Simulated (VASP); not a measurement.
# SiC (P1) in VASP: single point with r2SCAN

Aim: the single point of SiC with r2SCAN.

All numbers are computed with VASP 6.6.1; they aren't measurements. Logs are shortened: lines on timing, memory, paths and dates and some standing lists are left out, and cuts for length are marked.

### 1 The cell of the first run

The typed cell holds 12 atoms: a = 3.075 Å, b = 3.075 Å, c = 15.065 Å, α = 89.42°, β = 88.83°, γ = 60.00°.

### 2 Single point, r2SCAN (the part above a cut slid along it)

Contents of POSCAR:

```
SiC
1.0
    2.1740000000     -2.1740000000      0.0000000000
    2.1740000000      0.0000000000     -2.1740000000
    8.9134000000      8.4786000000      8.6960000000
Si C
6 6
Direct
    0.6604200000      0.6666666667      0.0624666667
   -0.0895800000      0.0000000000      0.8958000000
    0.3104200000      0.3333333333      0.2291333333
    0.6104200000      0.6666666667      0.5624666667
   -0.0395800000      0.0000000000      0.3958000000
    0.2604200000      0.3333333333      0.7291333333
    0.6229200000      0.6666666667      0.4374666667
    0.9729200000      1.0000000000      0.2708000000
    0.2729200000      0.3333333333      0.6041333333
    0.5729200000      0.6666666667      0.9374666667
   -0.0770800000      0.0000000000      0.7708000000
    0.3229200000      0.3333333333      0.1041333333
```

Contents of INCAR.step1:

```
SYSTEM = SiC
PREC = Accurate
ENCUT = 520
ISMEAR = 0
SIGMA = 0.05
LREAL = .FALSE.
LASPH = .TRUE.
NELM = 100
NBANDS = 36
GGA = PE
ALGO = Normal
EDIFF = 1E-4
LWAVE = .TRUE.
LCHARG = .FALSE.
```

Contents of INCAR.step2:

```
SYSTEM = SiC
PREC = Accurate
ENCUT = 520
EDIFF = 1E-6
ISMEAR = 0
SIGMA = 0.05
LREAL = .FALSE.
LASPH = .TRUE.
NELM = 100
ALGO = Normal
ISIF = 2
LWAVE = .FALSE.
LCHARG = .FALSE.
METAGGA = R2SCAN
LMIXTAU = .TRUE.
NBANDS = 36
ISTART = 1
```

Contents of KPOINTS:

```
Automatic mesh
0
G
  10 10 2
  0 0 0
```

Potentials or basis: VASP PAW PBE potentials, release 64 (Si, C).

Launch:

```bash
> cat potpaw_PBE.64/Si/POTCAR potpaw_PBE.64/C/POTCAR > POTCAR
> cp INCAR.step1 INCAR
> mpirun -np 1 vasp_std > vasp.out
> cp INCAR.step2 INCAR
> mpirun -np 1 vasp_std > vasp.out
```

OUTCAR:

```text
SYSTEM = SiC
   PREC = Accurate
   ENCUT = 520
   EDIFF = 1E-6
   ISMEAR = 0
   LREAL = .FALSE.
   LASPH = .TRUE.
   NELM = 100
   ISIF = 2
   METAGGA = R2SCAN
   ISTART = 1

 ion  position               nearest neighbor table
   1  0.660  0.667  0.062-  12 1.88  12 1.88  12 1.88  10 1.91   2 2.93   3 3.07   3 3.07   3 3.07
                             2 3.09
   2  0.910  0.000  0.896-  11 1.88  10 1.88  10 1.88  10 1.88   1 2.93   6 3.07   6 3.07   6 3.07
                             1 3.09
   3  0.310  0.333  0.229-  12 1.88   8 1.88   8 1.88   8 1.88   1 3.07   1 3.07   1 3.07   5 3.07
                             5 3.07   5 3.07
   4  0.610  0.667  0.562-   9 1.88   9 1.88   9 1.88   7 1.88   6 3.07   6 3.07   6 3.07   5 3.07
                             5 3.07   5 3.07
   5  0.960  0.000  0.396-   8 1.88   7 1.88   7 1.88   7 1.88   4 3.07   3 3.07   4 3.07   3 3.07
                             4 3.07   3 3.07
   6  0.260  0.333  0.729-   9 1.88  11 1.88  11 1.88  11 1.88   4 3.07   4 3.07   4 3.07   2 3.07
                             2 3.07   2 3.07
   7  0.623  0.667  0.437-   4 1.88   5 1.88   5 1.88   5 1.88
   8  0.973  0.000  0.271-   5 1.88   3 1.88   3 1.88   3 1.88
   9  0.273  0.333  0.604-   4 1.88   4 1.88   4 1.88   6 1.88
  10  0.573  0.667  0.937-   2 1.88   2 1.88   2 1.88   1 1.91
  11  0.923  0.000  0.771-   2 1.88   6 1.88   6 1.88   6 1.88
  12  0.323  0.333  0.104-   1 1.88   1 1.88   1 1.88   3 1.88

  LATTYP: Found a base centered monoclinic cell.
 ALAT       =     3.0745002846
 B/A-ratio  =     1.7320508076
 C/A-ratio  =     4.9000000000
 COS(beta)  =    -0.0204081633

  Lattice vectors:

 A1 = (   0.0000000000,   2.1740000000,  -2.1740000000)
 A2 = (  -2.1740000000,   0.0000000000,   2.1740000000)
 A3 = (   8.9134000000,   8.4786000000,   8.6960000000)

Analysis of symmetry for initial positions (statically):
=====================================================================
 Subroutine PRICEL returns:
 Original cell was already a primitive cell.

 Routine SETGRP: Setting up the symmetry group for a
 base centered monoclinic supercell.

 Subroutine GETGRP returns: Found  1 space group operations
 (whereof  1 operations were pure point group operations)
 out of a pool of  4 trial point group operations.

The static configuration has the point symmetry C_1 .

Analysis of symmetry for dynamics (positions and initial velocities):
=====================================================================
 Subroutine PRICEL returns:
 Original cell was already a primitive cell.

 Routine SETGRP: Setting up the symmetry group for a
 base centered monoclinic supercell.

 Subroutine GETGRP returns: Found  1 space group operations
 (whereof  1 operations were pure point group operations)
 out of a pool of  4 trial point group operations.

The dynamic configuration has the point symmetry C_1 .

 Subroutine INISYM returns: Found  1 space group operations
 (whereof  1 operations are pure point group operations),
 and found     1 'primitive' translations

----------------------------------------------------------------------------------------

                                     Primitive cell

  volume of cell :     123.2991

  direct lattice vectors                    reciprocal lattice vectors
     2.174000000 -2.174000000  0.000000000     0.149494020 -0.310487580  0.149494020
     2.174000000  0.000000000 -2.174000000     0.153327200  0.153327200 -0.306654400
     8.913400000  8.478600000  8.696000000     0.038331800  0.038331800  0.038331800

  length of vectors
     3.074500285  3.074500285 15.065051395     0.375632083  0.375573404  0.066392625

  position of ions in fractional coordinates (direct lattice)
     0.660420000  0.666666667  0.062466667
     0.910420000  1.000000000  0.895800000
     0.310420000  0.333333333  0.229133333
     0.610420000  0.666666667  0.562466667
     0.960420000  1.000000000  0.395800000
     0.260420000  0.333333333  0.729133333
     0.622920000  0.666666667  0.437466667
     0.972920000  1.000000000  0.270800000
     0.272920000  0.333333333  0.604133333
     0.572920000  0.666666667  0.937466667
     0.922920000  1.000000000  0.770800000
     0.322920000  0.333333333  0.104133333

  ion indices of the primitive-cell ions
   primitive index   ion index
                 1           1
                 2           2
                 3           3
                 4           4
                 5           5
                 6           6
                 7           7
                 8           8
                 9           9
                10          10
                11          11
                12          12

----------------------------------------------------------------------------------------

 KPOINTS: Automatic mesh

Automatic generation of k-mesh.
 Grid dimensions read from file:
 generate k-points for:   10   10    2

 Generating k-lattice:

  Cartesian coordinates                     Fractional coordinates (reciprocal lattice)
     0.014949402 -0.031048758  0.014949402     0.100000000  0.000000000 -0.000000000
     0.015332720  0.015332720 -0.030665440     0.000000000  0.100000000  0.000000000
     0.019165900  0.019165900  0.019165900     0.000000000  0.000000000  0.500000000

  Length of vectors
     0.037563208  0.037557340  0.033196313

  Shift w.r.t. Gamma in fractional coordinates (k-lattice)
     0.000000000  0.000000000  0.000000000

 Subroutine IBZKPT returns following result:
 ===========================================

 Found    104 irreducible k-points:

 Following reciprocal coordinates:
            Coordinates               Weight
  0.000000  0.000000  0.000000      1.000000
  0.100000  0.000000 -0.000000      2.000000
 -0.100000 -0.100000  0.000000      2.000000
  0.200000  0.000000 -0.000000      2.000000
 -0.200000 -0.200000  0.000000      2.000000
  0.300000  0.000000 -0.000000      2.000000
[... 16 lines left out ...]
  0.300000  0.400000  0.000000      2.000000
 -0.200000  0.100000  0.000000      2.000000
 [... further k-points ...]
   k-points           NKPTS =    104   k-points in BZ     NKDIM =    104   number of bands    NBANDS=     36
   number of dos      NEDOS =    301   number of ions     NIONS =     12
   total plane-waves  NPLWV =  64512
   dimension x,y,z NGX =    24 NGY =   24 NGZ =  112
   dimension x,y,z NGXF=    48 NGYF=   48 NGZF=  224
   ions per type =               6   6
   NGX,Y,Z   is equivalent  to a cutoff of  12.98, 12.98, 12.36 a.u.
   NGXF,Y,Z  is equivalent  to a cutoff of  25.95, 25.95, 24.72 a.u.
 SYSTEM =  SiC
   PREC   = accura    normal or accurate (medium, high low for compatibility)
   ISTART =      1    job   : 0-new  1-cont  2-samecut
   ICHARG =      0    charge: 1-file 2-atom 10-const
   ISPIN  =      1    spin polarized calculation?
   LNONCOLLINEAR =      F non collinear calculations
   LSORBIT =      F    spin-orbit coupling
   LASPH  =      T    aspherical Exc in radial PAW
   ENCUT  =  520.0 eV  38.22 Ry    6.18 a.u.   5.72  5.72 28.01*2*pi/ulx,y,z
   NELM   =    100;   NELMIN=  2; NELMDL=  0     # of ELM steps
   EDIFF  = 0.1E-05   stopping-criterion for ELM
   LREAL  =      F    real-space projection
   EDIFFG = 0.1E-04   stopping-criterion for IOM
   NSW    =      0    number of steps for IOM
   IBRION =     -1    ionic relax: 0-MD 1-quasi-New 2-CG
   NFREE  =      0    steps in history (QN), initial steepest desc. (CG)
   ISIF   =      2    stress and relaxation
   ISYM   =      2    0-nonsym 1-usesym 2-fastsym
   POTIM  = 0.5000    time-step for ionic-motion
   TEBEG  =    0.0;   TEEND  =   0.0 temperature during run
   PSTRESS=    0.0 pullay stress
   NELECT =      48.0000    total number of electrons
   NUPDOWN=      -1.0000    fix difference up-down
   EMIN   =  10.00;   EMAX   =-10.00  energy-range for DOS
   EFERMI =   0.00;   METHOD = LEGACY
   ISMEAR =     0;   SIGMA  =   0.05  broadening in eV -4-tet -1-fermi 0-gaus
   EFERMI_NEDOS =   21; number of points for ismear=-14 and -15
   IALGO  =     38    algorithm
   IMIX   =      4    mixing-type and parameters
     AMIX     =   0.40;   BMIX     =  1.00
     AMIX_MAG =   1.60;   BMIX_MAG =  1.00
  volume/ion in A,a.u.               =      10.27        69.34
  Fermi-wavevector in a.u.,A,eV,Ry     =   1.195369  2.258920 19.441458  1.428907
  Thomas-Fermi vector in A             =   2.331336
   LORBIT       =      0    0 simple, 1 ext, 2 COOP (PROOUT), +10 PAW based schemes
   METAGGA = R2SCAN    functional components
   LHFCALC =     F    Hartree Fock is set to
   AEXX    =    0.0000 exact exchange contribution
   IVDW    =     0    specifies the selected vdW correction
   LEPSILON=     F    determine dielectric tensor
   LRPA    =     F    only Hartree local field effects (RPA)
 non-spin polarized calculation
 Gauss-broadening in eV      SIGMA  =   0.05
  energy-cutoff  :      520.00
  volume of cell :      123.30
 maximum number of plane-waves:      3340
   NGX = 11   NGY = 11   NGZ = 57

 number of electron      48.0000000 magnetization

 Free energy of the ion-electron system (eV)
  ---------------------------------------------------
  ext. energy  EPLUGINS =         0.00000000
  ---------------------------------------------------
  free energy    TOTEN  =      -115.79930821 eV

  energy without entropy =     -115.79930821  energy(sigma->0) =     -115.79930821

 E-fermi :   8.4430     XC(G=0): -11.9677

 val. band max:        8.2152590066   @ k =   0.0000   0.0000   0.0000
 cond. band min:       9.6857452866   @ k =   0.5000   0.0000  -0.0000
 fundamental gap:      1.4704862800
 Fermi energy:         8.4429893743

 k-point     1 :       0.0000    0.0000    0.0000
  band No.  band energies     occupation
      1      -8.1728      2.00000
      2      -7.6161      2.00000
      3      -7.6052      2.00000
      4      -6.0369      2.00000
      5      -6.0250      2.00000
      6      -4.5214      2.00000
[... 28 lines left out ...]
     35      16.0556      0.00000
     36      16.1700      0.00000
[... 866 lines left out ...]
      6      -3.5671      2.00000
[... 28 lines left out ...]
     35      16.5582      0.00000
     36      16.7666      0.00000

 [... further k-points ...]

------------------------ aborting loop because EDIFF is reached ----------------------------------------

  FORCE on cell =-STRESS in cart. coord.  units (eV):
  Direction    XX          YY          ZZ          XY          YZ          ZX
  --------------------------------------------------------------------------------------
  -------------------------------------------------------------------------------------
  Total       -1.2238294      2.3611244      1.1732054      0.0950886      1.4550137     -1.3425616
  in kB      -15.9027263     30.6810053     15.2449071      1.2356036     18.9067905    -17.4455613
  external PRESSURE =      10.0077287 kB  Pullay stress =       0.0000000 kB

 VOLUME and BASIS-vectors are now :
 -----------------------------------------------------------------------------
  energy-cutoff  :      520.00
  volume of cell :      123.30
      direct lattice vectors                 reciprocal lattice vectors
     2.174000000 -2.174000000  0.000000000     0.149494020 -0.310487580  0.149494020
     2.174000000  0.000000000 -2.174000000     0.153327200  0.153327200 -0.306654400
     8.913400000  8.478600000  8.696000000     0.038331800  0.038331800  0.038331800

 POSITION                                       TOTAL-FORCE (eV/Angst)
 -----------------------------------------------------------------------------------
      3.44188     -0.90612     -0.90612        -0.730780      0.553106     -0.077966
      9.96388      5.61588      7.78988         0.012644     -0.039442     -0.070677
      3.44188      1.26788      1.26788        -0.041011      0.062877      0.028926
      7.78988      3.44188      3.44188         0.005397      0.009827      0.007702
      5.61588      1.26788      3.44188         0.000083      0.016045      0.008654
      7.78988      5.61588      5.61588        -0.003034      0.017833      0.007705
      6.70288      2.35488      2.35488        -0.007308     -0.008419     -0.007536
      4.52888      0.18088      2.35488        -0.017179      0.004301     -0.006567
      6.70288      4.52888      4.52888         0.001586     -0.017825     -0.008268
     11.05088      6.70288      6.70288         0.732242     -0.536615      0.053160
      8.87688      4.52888      6.70288         0.063195     -0.085799     -0.011713
      2.35488      0.18088      0.18088        -0.015837      0.024110      0.076579
 -----------------------------------------------------------------------------------
    total drift:                                0.000265     -0.000219      0.000129

  FREE ENERGIE OF THE ION-ELECTRON SYSTEM (eV)
  ---------------------------------------------------
  free  energy   TOTEN  =      -115.7993082115 eV

  energy  without entropy=     -115.7993082115  energy(sigma->0) =     -115.79930821
```

It took 30 min on 1 thread of Intel Xeon 8259CL, shared host; peak memory 0.47 GiB.

Results:

* Free energy: -115.7993 eV
* Pressure: 1.0 GPa
* Largest force: 0.920 eV/Å
* Band gap on the k mesh: 1.47 eV (least direct gap 2.52 eV)

Forces on the atoms (eV/Å):
```
Si  -0.731  0.553 -0.078
Si   0.013 -0.039 -0.071
Si  -0.041  0.063  0.029
Si   0.005  0.010  0.008
Si   0.000  0.016  0.009
Si  -0.003  0.018  0.008
C   -0.007 -0.008 -0.008
C   -0.017  0.004 -0.007
C    0.002 -0.018 -0.008
C    0.732 -0.537  0.053
C    0.063 -0.086 -0.012
C   -0.016  0.024  0.077
```

Stress tensor (GPa, compression positive):
```
-1.59  0.12 -1.74
 0.12  3.07  1.89
-1.74  1.89  1.52
```

Levels at points of the mesh, in eV from the valence-band top:
| k point | band 21 | band 22 | band 23 | band 24 | band 25 | band 26 | band 27 | band 28 |
| --- | --- | --- | --- | --- | --- | --- | --- | --- |
| (0.00, 0.00, 0.00) | -0.46 | -0.22 | -0.15 | 0.00 | 5.86 | 6.09 | 6.16 | 6.58 |
| (0.50, 0.00, 0.00) | -2.00 | -1.99 | -1.30 | -1.05 | 1.47 | 2.95 | 2.99 | 4.51 |
| (0.50, 0.50, 0.00) | -2.01 | -1.98 | -1.39 | -1.24 | 1.64 | 2.99 | 3.04 | 4.82 |
| (0.00, 0.50, 0.00) | -2.03 | -1.97 | -1.38 | -1.09 | 1.58 | 2.99 | 3.03 | 4.71 |
| (0.00, 0.00, 0.50) | -0.32 | -0.25 | -0.24 | -0.15 | 5.89 | 5.97 | 6.36 | 6.47 |
| (0.50, 0.00, 0.50) | -1.78 | -1.65 | -1.47 | -1.36 | 1.92 | 2.04 | 4.02 | 4.07 |
| (0.50, 0.50, 0.50) | -2.03 | -1.84 | -1.49 | -1.46 | 2.08 | 2.14 | 4.00 | 4.06 |
| (0.00, 0.50, 0.50) | -1.88 | -1.81 | -1.47 | -1.36 | 2.06 | 2.08 | 4.02 | 4.08 |

Caveat: the cell differs from its parent crystal (the part above a cut slid along it); the PAW data sets were made with another functional, which shifts forces and pressure a little.
